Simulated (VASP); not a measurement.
The system is C.

```
C
1.0
     2.44844    0.00000    0.00000
    -1.22422    2.12041    0.00000
     0.00000    0.00000    6.69321
C
4
Direct
  0.00000 0.00000 0.00250
  0.00000 0.00000 0.50250
  0.33333 0.66667 0.00250
  0.66667 0.33333 0.50250
```

This cell differs from its parent crystal: volume scaled by 0.98.

| Property | Result |
| --- | --- |
| Program | VASP 6.6.1 |
| Task | relaxation of shape and atoms at fixed volume |
| Functional | PBE |
| Dispersion | D3(BJ) |
| Potentials or basis | VASP PAW PBE potentials, release 64 (C) |
| Cutoff | 600 eV |
| k mesh | 18 × 18 × 6 |
| Occupations | fermi-dirac, width 0.15 eV |
| Spin | no spin polarisation |

At the start: pressure 6.2 GPa; volume 8.69 Å³/atom.

Problem. How do energy, volume and symmetry change on relaxing?

Solution. Over 3 steps the energy falls by 3.4 meV/atom; space group P6_3/mmc (No. 194, to 0.05 Å).

The path:
```
step  energy change (eV)  largest force (eV/Å)  pressure (GPa)  volume (Å³)
   1              0.0000                0.0000            6.22        34.75
   2             -0.0124                0.0000           -1.10        34.75
   3             -0.0134                0.0000            0.40        34.75
```

Final structure:
```cif
data_structure
_symmetry_space_group_name_H-M 'P 1'
_symmetry_Int_Tables_number 1
_cell_length_a 2.4645
_cell_length_b 2.4645
_cell_length_c 6.6060
_cell_angle_alpha 90.000
_cell_angle_beta 90.000
_cell_angle_gamma 120.000
_cell_volume 34.75
loop_
_atom_site_label
_atom_site_type_symbol
_atom_site_fract_x
_atom_site_fract_y
_atom_site_fract_z
_atom_site_occupancy
C1 C 0.00000 0.00000 0.00250 1
C2 C 0.00000 0.00000 0.50250 1
C3 C 0.33333 0.66667 0.00250 1
C4 C 0.66667 0.33333 0.50250 1
```

Caveat: the cell differs from its parent crystal (volume scaled by 0.98).
